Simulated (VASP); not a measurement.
Set up this calculation in VASP 6.6.1, as the native input.

| Quantity | Value |
| --- | --- |
| Task | single point |
| Functional | LDA |
| Potentials or basis | VASP PAW LDA potentials, release 64 (Pb_d, Te) |
| Cutoff | 500 eV |
| k mesh | 4 × 4 × 4 |
| Occupations | fermi-dirac, width 0.02 eV |
| Spin | no spin polarisation |
| Dipole correction | no |
| Further INCAR settings | ALGO = Normal; EDIFF = 1e-06; NBANDS = 17 |

The structure of TePb lies in POSCAR:

```
TePb
1.0
    3.9750063982      0.0000000000      0.0000000000
    0.0000000000      3.9750063982      0.0000000000
    0.0000000000      0.0000000000      3.9750063982
Pb Te
1 1
Direct
    0.0000000000      0.0000000000      0.0000000000
    0.5000000000      0.5000000000      0.5000000000
```

One way to write it, as run:

INCAR

```
ALGO = Normal
EDIFF = 1E-6
ENCUT = 500
GGA_COMPAT = False
ISIF = 2
ISMEAR = -1
LASPH = True
LCHARG = False
LREAL = False
LWAVE = False
NBANDS = 17
NELM = 120
PREC = Accurate
SIGMA = 0.02
```

KPOINTS

```
k-points
0
Gamma
  4 4 4
```

Potentials or basis: VASP PAW LDA potentials, release 64 (Pb_d, Te).

Launch:

```console
$ cat potpaw_LDA.64/Pb_d/POTCAR potpaw_LDA.64/Te/POTCAR > POTCAR
$ mpirun -np 1 vasp_std > vasp.out
```

Results of the run:

The pressure is -2.7 GPa and the band gap on the k mesh is zero (bands 10 and 11 overlap by 1.42 eV).

Caveat: the k points lie up to 0.40 Å⁻¹ apart, too coarse for converged energies and pressures of a metal; spin-orbit coupling is left out, which moves the levels of the heavy elements.

Wall time 11 s on 1 thread of Intel(R) Xeon(R) Platinum 8375C CPU @ 2.90GHz (Ice Lake), on a shared host, peak memory 0.15 GiB.
